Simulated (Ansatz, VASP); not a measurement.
This is a calculation of CsSnI3 for Ansatz 0.2.0.

Contents of input.yaml:

```yaml
crystal:
  lattice:
    - [6.2057, 0.0, 0.0]
    - [0.0, 6.2057, 0.0]
    - [0.0, 0.0, 6.2057]
  atoms:
    - { symbol: Cs, position: [-0.004604, -0.006344, -0.002443] }
    - { symbol: I, position: [0.505568, 0.496426, 0.007871] }
    - { symbol: I, position: [0.498343, -0.003234, 0.495961] }
    - { symbol: I, position: [0.013046, 0.502798, 0.498034] }
    - { symbol: Sn, position: [0.49958, 0.501467, 0.49721] }
kpoints:
  mp_grid: { grid: [5, 5, 5] }
scf:
  occupations: { method: fermi_dirac, width: 0.05 }
hamiltonian:
  xc: pbe
  pseudopotentials: { kind: all_electron, lapw: { basis_error: 0.001 } }
output:
  forces: true
  stress: true
  eigenvalues: true
  populations: true
```

Potentials or basis: all-electron LAPW, scalar-relativistic.

Command:

```console
$ ansatz run input.yaml --threads 4 --pin off --max-ram 12288MiB --backend cpu --events-out ev --progress --plain --runs-dir out
```

Question: Set up the same calculation for VASP 6.6.1. Potentials there: VASP PAW PBE potentials, release 64 (Cs_sv, I, Sn_d).

Answer: As run (the cutoff follows the program's own potentials):

File INCAR:

```
SYSTEM = CsSnI3
PREC = Accurate
ENCUT = 520
EDIFF = 1E-7
ISMEAR = -1
SIGMA = 0.05
LREAL = .False.
LASPH = .True.
NELM = 100
ALGO = Normal
ISIF = 2
LWAVE = .False.
LCHARG = .True.
GGA = PE
LELF = .True.
LVHAR = .True.
NBANDS = 30
```

Contents of KPOINTS:

```
Automatic mesh
0
Gamma
  5 5 5
  0 0 0
```

The input POSCAR:

```
CsSnI3
1.0
    6.2057000000      0.0000000000      0.0000000000
    0.0000000000      6.2057000000      0.0000000000
    0.0000000000      0.0000000000      6.2057000000
Cs I Sn
1 3 1
Direct
   -0.0046040000     -0.0063440000     -0.0024430000
    0.5055680000      0.4964260000      0.0078710000
    0.4983430000     -0.0032340000      0.4959610000
    0.0130460000      0.5027980000      0.4980340000
    0.4995800000      0.5014670000      0.4972100000
```

Potentials or basis: VASP PAW PBE potentials, release 64 (Cs_sv, I, Sn_d).

Command:

```sh
$ cat potpaw_PBE.64/Cs_sv/POTCAR potpaw_PBE.64/I/POTCAR potpaw_PBE.64/Sn_d/POTCAR > POTCAR
$ mpirun -np 1 vasp_std > vasp.out
```

Both were run:

|  | VASP | Ansatz | Ansatz less VASP |
| --- | --- | --- | --- |
| gap on the k mesh at the Fermi level (eV) | 1.72 | 1.72 | +0.003 |
| least direct gap on the mesh (eV) | 1.72 | 1.72 | +0.003 |
| pressure (GPa) | 0.6 | 0.6 | +0.01 |
| rms of the force components (eV/Å) | 0.058 | 0.057 | -0.0013 |

Atom by atom the forces differ by 0.001 eV/Å (rms over components). Ansatz ran all-electron here, and VASP with PAW potentials.

Spin-orbit coupling is off throughout.
